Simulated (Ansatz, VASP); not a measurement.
One calculation of Sc, two programs

File INCAR:

```
  PREC = Accurate
  ENCUT = 520
  EDIFF = 1E-7
  ISMEAR = -1
  SIGMA = 0.03
  LREAL = False
  LASPH = True
  NELM = 100
  ALGO = Normal
  ISIF = 2
  LWAVE = False
  LCHARG = False
  GGA = CA
  NBANDS = 12
```

The input KPOINTS:

```
Automatic mesh
0
Gamma
  13 13 13
```

POSCAR

```
Sc
1.0
   -1.9299025810      1.9299025810      1.7289781858
    1.9299025810     -1.9299025810      1.7289781858
    1.9299025810      1.9299025810     -1.7289781858
Sc
1
Direct
    0.0000000000      0.0000000000      0.0000000000
```

Input for Ansatz:

```yaml
crystal:
  lattice:
    - [-1.929902581, 1.929902581, 1.7289781858]
    - [1.929902581, -1.929902581, 1.7289781858]
    - [1.929902581, 1.929902581, -1.7289781858]
  atoms:
    - { symbol: Sc, position: [0.0, 0.0, 0.0] }
kpoints:
  mp_grid: { grid: [13, 13, 13] }
scf:
  occupations: { method: fermi_dirac, width: 0.03 }
hamiltonian:
  xc: lda
  pseudopotentials: { kind: all_electron, lapw: { basis_error: 0.001 } }
output:
  forces: true
  stress: true
  eigenvalues: true
```

Change from the starting cell: volume scaled by 1.02.

Alike in both runs: task single point; functional LDA; k mesh 13 × 13 × 13; occupations fermi-dirac, width 0.03 eV; no spin polarisation.

|  | VASP | Ansatz |
| --- | --- | --- |
| version | VASP 6.6.1 | Ansatz 0.2.0 |
| potentials or method | VASP PAW LDA potentials, release 64 (Sc_sv), cutoff 520 eV | all-electron LAPW, scalar-relativistic |

VASP gave:

* pressure (GPa): -6.2
* traceless stress, the component that is largest in VASP (GPa): 0.21

Task: What did Ansatz give for the same quantities?

Result: Pressure (GPa): -6.2; traceless stress, the component that is largest in VASP (GPa): 0.22.

LDA's correlation is that of Perdew and Zunger in VASP and of Perdew and Wang (1992) in Ansatz. Ansatz ran all-electron here, and VASP with PAW potentials.
